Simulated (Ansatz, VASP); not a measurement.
Given: the input of a run of VASP 6.6.1 on KNi.

Contents of INCAR:

```
PREC     = Accurate       # precision mode
ENCUT    = 520            # plane-wave cutoff, eV
EDIFF    = 1E-7           # SCF threshold, eV
ISMEAR   = -1             # smearing method
SIGMA    = 0.05           # smearing width, eV
LREAL    = F              # projectors in reciprocal space
LASPH    = T              # aspherical terms in the spheres
NELM     = 150            # most SCF steps
ALGO     = Normal         # electronic algorithm
ISIF     = 2              # what is computed and relaxed
LWAVE    = F              # write WAVECAR
LCHARG   = T              # write CHGCAR
ISPIN    = 2              # spin polarisation
MAGMOM   = 0 1            # initial moments
LORBIT   = 11             # projections on sites
LMAXMIX  = 4              # l up to which the mixer works
GGA      = PE             # functional
LELF     = T              # ELF
LVHAR    = T            
NBANDS   = 20             # bands
```

File KPOINTS:

```
regular mesh
0
Gamma
  9 9 6
```

File POSCAR:

```
KNi
1.0
    1.7126297975     -2.5396062596      0.0000000000
    1.7126297975      2.5396062596      0.0000000000
    0.0000000000      0.0000000000      4.8912536822
K Ni
1 1
Direct
    0.5000000000      0.5000000000      0.5000000000
    0.0000000000      0.0000000000      0.0000000000
```

Potentials or basis: VASP PAW PBE potentials, release 64 (K_sv, Ni).

The run is started by

```console
$ cat potpaw_PBE.64/K_sv/POTCAR potpaw_PBE.64/Ni/POTCAR > POTCAR
$ mpirun -np 1 vasp_std > vasp.out
```

Q: Translate it to Ansatz 0.2.0. Potentials there: all-electron LAPW, scalar-relativistic.

A: As run (the cutoff follows the program's own potentials):

input.yaml

```yaml
crystal:
  lattice:
    - [1.7126297975, -2.5396062596, 0.0]
    - [1.7126297975, 2.5396062596, 0.0]
    - [0.0, 0.0, 4.8912536822]
  atoms:
    - { symbol: K, position: [0.5, 0.5, 0.5] }
    - { symbol: Ni, position: [0.0, 0.0, 0.0], spin: 1.0 }
kpoints:
  mp_grid: { grid: [9, 9, 6] }
scf:
  occupations: { method: fermi_dirac, width: 0.05 }
hamiltonian:
  xc: pbe
  pseudopotentials: { kind: all_electron, lapw: { basis_error: 0.0005 } }
magnetization:
  spin_polarized: true
output:
  forces: true
  stress: true
  eigenvalues: true
```

Potentials or basis: all-electron LAPW, scalar-relativistic.

The run is started by

```sh
$ ansatz run input.yaml --threads 2 --pin off --max-ram 6144MiB --backend cpu --events-out ev --progress --plain --runs-dir out
```

Both were run:

|  | VASP | Ansatz | Ansatz less VASP |
| --- | --- | --- | --- |
| gap on the k mesh at the Fermi level (eV) | none | none | - |
| pressure (GPa) | 1.3 | 1.1 | -0.21 |
| traceless stress, the component that is largest in VASP (GPa) | -3.47 | -3.53 | -0.064 |
| net moment per atom (μB) | 0.04 | 0.05 | +0.006 |
| size of the moment on the site where the two differ most (μB) | 0.10 | 0.11 | +0.011 |

Site moments also hang on the region over which each program counts them. A gap of «none» marks a metal or a gap that the smearing closes. Ansatz ran all-electron here, and VASP with PAW potentials.
